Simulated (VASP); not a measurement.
# NiO (Fm-3m) in VASP: a series of runs, part 2 of 2

VASP 6.6.1. The steps go on from the part before.

## (3) Single point, PBEsol+U, collinear spin, ferromagnetic start

File INCAR:

```
SYSTEM = NiO
ALGO = Normal ; EDIFF = 1E-7
ENCUT = 520 ; GGA = PS
ISIF = 2 ; ISMEAR = 0
ISPIN = 2 ; LASPH = .True.
LCHARG = .False. ; LDAU = .True.
LDAUJ = 0 0 ; LDAUL = 2 -1
LDAUPRINT = 1 ; LDAUTYPE = 2
LDAUU = 4 0 ; LMAXMIX = 4
LORBIT = 11 ; LREAL = .False.
LWAVE = .False. ; MAGMOM = 1.83 0.29
NBANDS = 19 ; NELM = 150
PREC = Accurate ; SIGMA = 0.05
```

File KPOINTS:

```
k-points
0
Gamma
  8 8 8
  0 0 0
```

File POSCAR:

```
NiO
1.0
    0.0000000000      2.0913095100      2.0913095100
    2.0913095100      0.0000000000      2.0913095100
    2.0913095100      2.0913095100      0.0000000000
Ni O
1 1
Direct
    0.0000000000      0.0000000000      0.0000000000
    0.5000000000      0.5000000000      0.5000000000
```

Potentials or basis: VASP PAW PBE potentials, release 64 (Ni, O).

Run with:

```sh
cat potpaw_PBE.64/Ni/POTCAR potpaw_PBE.64/O/POTCAR > POTCAR
mpirun -np 1 vasp_std > vasp.out
```

Run time: 9.2 s. Hardware: 1 thread of Intel Xeon 6975P-C (Granite Rapids), shared host; peak memory 0.15 GiB.

The run converged. Its results:

```
Free energy                                           : -11.3338 eV
Pressure                                              : -5.9 GPa
Band gap on the k mesh                                : 1.16 eV, indirect (least direct gap 2.08 eV)
Net moment                                            : 2.00 μB per cell
Site moments                                          : Ni +1.74; O +0.24 μB
Valence electrons inside the program's atomic spheres : Ni 8.99; O 4.99
```

Levels at points of the mesh, in eV from the valence-band top:
Spin up:
```tsv
k point	band 6	band 7	band 8	band 9	band 10	band 11	band 12	band 13
(0.00, 0.00, 0.00)	-4.15	-1.97	-1.97	-1.97	2.20	18.17	18.17	18.17
(0.50, 0.00, 0.00)	-3.57	-2.58	0.00	0.00	6.17	10.62	14.47	14.47
(0.50, 0.50, 0.00)	-3.33	-3.33	-3.25	-3.25	6.59	11.31	11.63	17.17
```
Spin down:
```tsv
k point	band 5	band 6	band 7	band 8	band 9	band 10
(0.00, 0.00, 0.00)	-1.49	-1.49	-1.49	1.16	1.16	2.58
(0.50, 0.00, 0.00)	-1.86	-1.86	-1.54	3.74	3.74	6.37
(0.50, 0.50, 0.00)	-2.89	-2.10	-2.10	1.60	2.10	7.17
```

Eigenvalues of the final occupation matrices:
```tsv
site	spin	trace	eigenvalues
site 1 d	1	4.98	0.98 0.98 0.98 1.03 1.03
site 1 d	2	3.27	0.17 0.17 0.97 0.97 0.97
```

Caveat: the PAW data sets were made with another functional, which shifts forces and pressure a little; a cell with one magnetic atom can't hold antiferromagnetic order, which such compounds often take.

## (4) Single point, PBEsol+U, collinear spin, ferromagnetic start

File INCAR:

```
PREC = Accurate
ENCUT = 520
EDIFF = 1E-6
ISMEAR = 0
SIGMA = 0.05
LREAL = F
LASPH = T
NELM = 150
ALGO = Normal
ISIF = 2
LWAVE = F
LCHARG = T
ISPIN = 2
MAGMOM = 1.49 0.1
LORBIT = 11
NUPDOWN = 1.5
LMAXMIX = 4
LDAU = T
LDAUTYPE = 2
LDAUL = 2 -1
LDAUU = 4 0
LDAUJ = 0 0
LDAUPRINT = 1
GGA = PS
LELF = T
LVHAR = T
NBANDS = 19
```

File KPOINTS:

```
Automatic mesh
0
Gamma
  8 8 8
```

POSCAR is that of step 3.

Potentials or basis: VASP PAW PBE potentials, release 64 (Ni, O).

Run with:

```sh
cat potpaw_PBE.64/Ni/POTCAR potpaw_PBE.64/O/POTCAR > POTCAR
mpirun -np 1 vasp_std > vasp.out
```

OUTCAR:

```text
PREC = Accurate
   ENCUT = 520
   EDIFF = 1E-6
   ISMEAR = 0
   LREAL = F
   LASPH = T
   NELM = 150
   ISIF = 2
   ISPIN = 2
   LORBIT = 11
   NUPDOWN = 1.5
   GGA = PS

 ion  position               nearest neighbor table
   1  0.000  0.000  0.000-   2 2.09   2 2.09   2 2.09   2 2.09   2 2.09   2 2.09
   2  0.500  0.500  0.500-   1 2.09   1 2.09   1 2.09   1 2.09   1 2.09   1 2.09

  LATTYP: Found a face centered cubic cell.
 ALAT       =     4.1826190200

  Lattice vectors:

[... 1308 lines left out ...]
  in kB     -103.0897806   -103.0897806   -103.0897806     -0.0000000     -0.0000000     -0.0000000
  external PRESSURE =    -103.0897806 kB  Pullay stress =       0.0000000 kB

 VOLUME and BASIS-vectors are now :
 -----------------------------------------------------------------------------
  energy-cutoff  :      520.00
  volume of cell :       18.29
      direct lattice vectors                 reciprocal lattice vectors
     0.000000000  2.091309510  2.091309510    -0.239084649  0.239084649  0.239084649
     2.091309510  0.000000000  2.091309510     0.239084649 -0.239084649  0.239084649
     2.091309510  2.091309510  0.000000000     0.239084649  0.239084649 -0.239084649

 POSITION                                       TOTAL-FORCE (eV/Angst)
 -----------------------------------------------------------------------------------
      0.00000      0.00000      0.00000         0.000000      0.000000      0.000000
      2.09131      2.09131      2.09131        -0.000000     -0.000000      0.000000
 -----------------------------------------------------------------------------------
    total drift:                                0.000000     -0.000000     -0.000000

  FREE ENERGIE OF THE ION-ELECTRON SYSTEM (eV)
  ---------------------------------------------------
  free  energy   TOTEN  =       -10.9198235043 eV

  energy  without entropy=      -10.9168311099  energy(sigma->0) =      -10.91832731

 total charge

# of ion       s       p       d       tot
------------------------------------------
    1        0.335   0.408   8.316   9.058
    2        1.551   3.397   0.000   4.948
--------------------------------------------------
tot          1.886   3.804   8.316  14.006

 magnetization (x)

# of ion       s       p       d       tot
------------------------------------------
    1        0.012   0.014   1.386   1.412
    2        0.020   0.063   0.000   0.083
--------------------------------------------------
tot          0.032   0.077   1.386   1.495
```

OSZICAR:

```text
N       E                     dE             d eps       ncg     rms          rms(c)
DAV:   1     0.870477443241E+02    0.87048E+02   -0.69824E+03  2332   0.103E+03
DAV:   2    -0.616226397397E+01   -0.93210E+02   -0.82926E+02  2295   0.240E+02
DAV:   3    -0.115639281800E+02   -0.54017E+01   -0.51981E+01  2504   0.576E+01
DAV:   4    -0.116112446565E+02   -0.47316E-01   -0.47264E-01  2459   0.533E+00
DAV:   5    -0.116118366547E+02   -0.59200E-03   -0.59196E-03  2467   0.578E-01    0.140E+01
DAV:   6    -0.113309794803E+02    0.28086E+00   -0.97908E+00  2578   0.583E+01    0.149E+01
DAV:   7    -0.107839921020E+02    0.54699E+00   -0.19220E+00  2559   0.357E+01    0.668E+00
DAV:   8    -0.108884157552E+02   -0.10442E+00   -0.15395E-01  2667   0.523E+00    0.397E+00
DAV:   9    -0.109164817616E+02   -0.28066E-01   -0.27179E-02  2869   0.404E+00    0.455E-01
DAV:  10    -0.109196672117E+02   -0.31855E-02   -0.10605E-02  2388   0.133E+00    0.179E-01
DAV:  11    -0.109197100354E+02   -0.42824E-04   -0.78610E-04  3037   0.487E-01    0.832E-02
DAV:  12    -0.109197899156E+02   -0.79880E-04   -0.13231E-04  2523   0.166E-01    0.413E-02
DAV:  13    -0.109198205709E+02   -0.30655E-04   -0.28345E-05  2916   0.116E-01    0.119E-02
DAV:  14    -0.109198234289E+02   -0.28580E-05   -0.94401E-06  2671   0.334E-02    0.304E-03
DAV:  15    -0.109198235043E+02   -0.75335E-07   -0.45458E-07  1347   0.574E-03
   1 F= -.10919824E+02 E0= -.10918327E+02  d E =-.299239E-02  mag=     1.5000
```

It took 9.5 s on 1 thread of Intel Xeon 6975P-C (Granite Rapids), shared host; peak memory 0.15 GiB.

Results:

| Property | Result |
| --- | --- |
| Free energy | -10.9198 eV |
| Pressure | -10.3 GPa |
| Net moment | 1.50 μB per cell |
| Site moments | Ni +1.41; O +0.08 μB |
| Valence electrons inside the program's atomic spheres | Ni 9.06; O 4.95 |

Eigenvalues of the final occupation matrices:
```
    site  spin  trace               eigenvalues
site 1 d     1   4.86  0.97 0.97 0.97 0.97 0.97
site 1 d     2   3.48  0.28 0.28 0.97 0.97 0.97
```

Caveat: the PAW data sets were made with another functional, which shifts forces and pressure a little; the total moment is fixed, so each spin has its own Fermi level; a cell with one magnetic atom can't hold antiferromagnetic order, which such compounds often take.
